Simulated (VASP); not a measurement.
A run of VASP 6.6.1:

The input INCAR:

```
SYSTEM = Li3SeF
  ALGO = Normal
  EDIFF = 1E-6
  EDIFFG = -0.04
  ENCUT = 600
  GGA = PE
  IBRION = 2
  ISIF = 3
  ISMEAR = 0
  LASPH = .TRUE.
  LCHARG = .FALSE.
  LREAL = .FALSE.
  LWAVE = .FALSE.
  NELM = 60
  NSW = 90
  PREC = Accurate
  SIGMA = 0.1
```

File KPOINTS:

```
k-points
0
G
  4 4 4
  0 0 0
```

The input POSCAR:

```
Li3SeF
1.0
    4.2797056500      0.0000000000      0.0000000000
    0.0000000000      4.2797056500      0.0000000000
    0.0000000000      0.0000000000      4.2800018300
Li Se F
3 1 1
Direct
    0.0000000000      0.5000000000      0.5136640100
    0.0000000000      0.0000000000      0.0140310000
    0.5000000000      0.0000000000      0.5136640100
    0.0000000000      0.0000000000      0.5146020100
    0.5000000000      0.5000000000      0.0057300000
```

Potentials or basis: VASP PAW PBE potentials, release 64 (Li_sv, Se, F).

The run is started by

```bash
$ cat potpaw_PBE.64/Li_sv/POTCAR potpaw_PBE.64/Se/POTCAR potpaw_PBE.64/F/POTCAR > POTCAR
$ mpirun -np 1 vasp_std > vasp.out
```

Hardware: 1 thread of Intel(R) Xeon(R) Platinum 8488C (Sapphire Rapids) (shared host).

Question: How long does it take, and how much memory?

Answer: Wall time 100 s on 1 thread of Intel(R) Xeon(R) Platinum 8488C (Sapphire Rapids), on a shared host, peak memory 0.22 GiB. Counts: scf iterations 54, k points 18, ion steps 6.
